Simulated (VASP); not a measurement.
Set up this calculation in VASP 6.6.1, as the native input.

| Quantity | Value |
| --- | --- |
| Task | single point |
| Functional | PBE |
| Dispersion | D3(BJ) |
| Potentials or basis | VASP PAW PBE potentials, release 64 (In_d, Sb) |
| Cutoff | 520 eV |
| k mesh | 10 × 10 × 10 |
| Occupations | gaussian, width 0.15 eV |
| Spin | no spin polarisation |
| Dipole correction | no |
| Further INCAR settings | ALGO = Normal; EDIFF = 1e-06; NBANDS = 22 |

The structure of InSb3 lies in POSCAR:

```
InSb3
1.0
    4.9226455469      0.0000000000      0.0000000000
    0.0000000000      4.9226455469      0.0000000000
    0.0000000000      0.0000000000      4.9226455469
In Sb
1 3
Direct
    0.0000000000      0.0000000000      0.0000000000
    0.5000000000      0.0000000000      0.5000000000
    0.0000000000      0.5000000000      0.5000000000
    0.5000000000      0.5000000000      0.0000000000
```

This cell differs from its parent crystal: strain +0.040 along x and y, +0.040 along z.

These files were run (other wordings do the same):

INCAR

```
PREC = Accurate
ENCUT = 520
EDIFF = 1E-6
ISMEAR = 0
SIGMA = 0.15
LREAL = F
LASPH = T
NELM = 80
ALGO = Normal
ISIF = 2
LWAVE = F
LCHARG = T
GGA = PE
IVDW = 12
LELF = T
LVHAR = T
NBANDS = 22
```

KPOINTS

```
regular mesh
0
Gamma
  10 10 10
```

Potentials or basis: VASP PAW PBE potentials, release 64 (In_d, Sb).

Command:

```bash
$ cat potpaw_PBE.64/In_d/POTCAR potpaw_PBE.64/Sb/POTCAR > POTCAR
$ mpirun -np 1 vasp_std > vasp.out
```

Results of the run:

```json
{
  "Pressure": "-5.2 GPa",
  "Band gap on the k mesh": "zero (bands 14 and 15 overlap by 4.17 eV)",
  "Dispersion energy per atom": "-0.425 eV"
}
```

Caveat: the cell differs from its parent crystal (strain +0.040 along x and y, +0.040 along z); the cell stands under tension; spin-orbit coupling is left out, which moves the levels of the heavy elements.

Run time: 38 s on 1 thread of Intel(R) Xeon(R) 6975P-C (Granite Rapids), on a shared host, peak memory 0.33 GiB.
